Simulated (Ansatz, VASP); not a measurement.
**HfAl5N6 in VASP and in Ansatz**

```
Hf Al N
1.0
     2.93102    0.00000    0.00000
    -1.46551    2.53833    0.00000
     0.00000    0.00000   14.59193
Hf Al N
1 5 6
Direct
  0.00000 0.00000 0.50000
  0.33333 0.66667 0.83933
  0.66667 0.33333 0.67833
  0.33333 0.66667 0.32167
  0.66667 0.33333 0.16067
  0.00000 0.00000 0.00000
  0.00000 0.00000 0.75910
  0.33333 0.66667 0.60116
  0.66667 0.33333 0.39884
  0.00000 0.00000 0.24090
  0.33333 0.66667 0.08032
  0.66667 0.33333 0.91968
```

Alike in both runs: functional PBE; k mesh 6 × 6 × 2; occupations gaussian, width 0.1 eV; no spin polarisation.

Ansatz relaxed the structure, and its values are those at the end. VASP's run is a single point on that final structure, the one shown.

|  | VASP | Ansatz |
| --- | --- | --- |
| version | VASP 6.6.1 | Ansatz 0.2.0 |
| potentials or method | VASP PAW PBE potentials, release 64 (Hf_pv, Al, N), cutoff 600 eV | scalar-relativistic, plane waves, PAW |
| valence electrons in the cell | 55 | 71 |

VASP gave:

```
gap on the k mesh at the Fermi level (eV) : none
pressure (GPa)                            : -0.8
rms of the force components (eV/Å)        : 0.026
```

Estimate Ansatz's values.

gap on the k mesh at the Fermi level (eV): none; pressure (GPa): 0.0; rms of the force components (eV/Å): 0.003.

A gap of «none» marks a metal or a gap that the smearing closes. VASP's potentials hold 55 valence electrons a cell and Ansatz's 71, so a difference there can come from the potentials and not from the codes.

The k mesh is coarse, so the values compare programs but aren't converged. Spin-orbit coupling is off throughout.
